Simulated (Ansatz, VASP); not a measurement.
# SrAl3O2: VASP beside Ansatz

INCAR

```
  PREC = Accurate
  ENCUT = 520
  EDIFF = 1E-6
  ISMEAR = 0
  SIGMA = 0.1
  LREAL = False
  LASPH = True
  NELM = 150
  ALGO = Normal
  ISIF = 2
  LWAVE = False
  LCHARG = False
  ISPIN = 2
  MAGMOM = 0 0 0 0 1 1
  LORBIT = 11
  GGA = PE
  NBANDS = 28
```

The input KPOINTS:

```
regular mesh
0
Gamma
  6 6 6
```

Contents of POSCAR:

```
SrAl3O2
1.0
    5.6456552600      0.0000000000      0.0000000000
   -2.8228276300      4.8892808800      0.0000000000
    0.0000000000      0.0000000000      3.3097759400
Sr Al O
1 3 2
Direct
    0.0000000000      0.0000000000      0.5000000000
    0.0000000000      0.5000000000      0.0000000000
    0.5000000000      0.5000000000      0.0000000000
    0.5000000000      0.0000000000      0.0000000000
    0.6666666700      0.3333333300      0.5000000000
    0.3333333300      0.6666666700      0.5000000000
```

Input for Ansatz:

```yaml
crystal:
  lattice:
    - [5.64565526, 0.0, 0.0]
    - [-2.82282763, 4.88928088, 0.0]
    - [0.0, 0.0, 3.30977594]
  atoms:
    - { symbol: Sr, position: [0.0, 0.0, 0.5] }
    - { symbol: Al, position: [0.0, 0.5, 0.0] }
    - { symbol: Al, position: [0.5, 0.5, 0.0] }
    - { symbol: Al, position: [0.5, 0.0, 0.0] }
    - { symbol: O, position: [0.66666667, 0.33333333, 0.5], spin: 1.0 }
    - { symbol: O, position: [0.33333333, 0.66666667, 0.5], spin: 1.0 }
basis:
  ecutwfc: 420
kpoints:
  mp_grid: { grid: [6, 6, 6] }
hamiltonian:
  xc: pbe
scf:
  occupations: { method: gaussian, width: 0.1 }
  lower_state_search: "off"
output:
  forces: true
  stress: true
  eigenvalues: true
  populations: true
magnetization:
  spin_polarized: true
```

Change from the starting cell: species swapped into the DyB2Rh3 type (P6/mmm, No. 191).

Alike in both runs: task single point; functional PBE; k mesh 6 × 6 × 6; occupations gaussian, width 0.1 eV; collinear spin.

|  | VASP | Ansatz |
| --- | --- | --- |
| version | VASP 6.6.1 | Ansatz 0.2.0 |
| potentials or method | VASP PAW PBE potentials, release 64 (Sr_sv, Al, O), cutoff 520 eV | scalar-relativistic, plane waves, PAW |
| valence electrons in the cell | 31 | 31 |

```tsv
	VASP	Ansatz	Ansatz less VASP
gap on the k mesh at the Fermi level (eV)	none	none	-
pressure (GPa)	1.9	1.9	-0.05
traceless stress, the component that is largest in VASP (GPa)	7.14	7.13	-0.011
net moment per atom (μB)	0.00	0.00	0.000
```

A gap of «none» marks a metal or a gap that the smearing closes. Ansatz's warnings: seeded moment not kept.
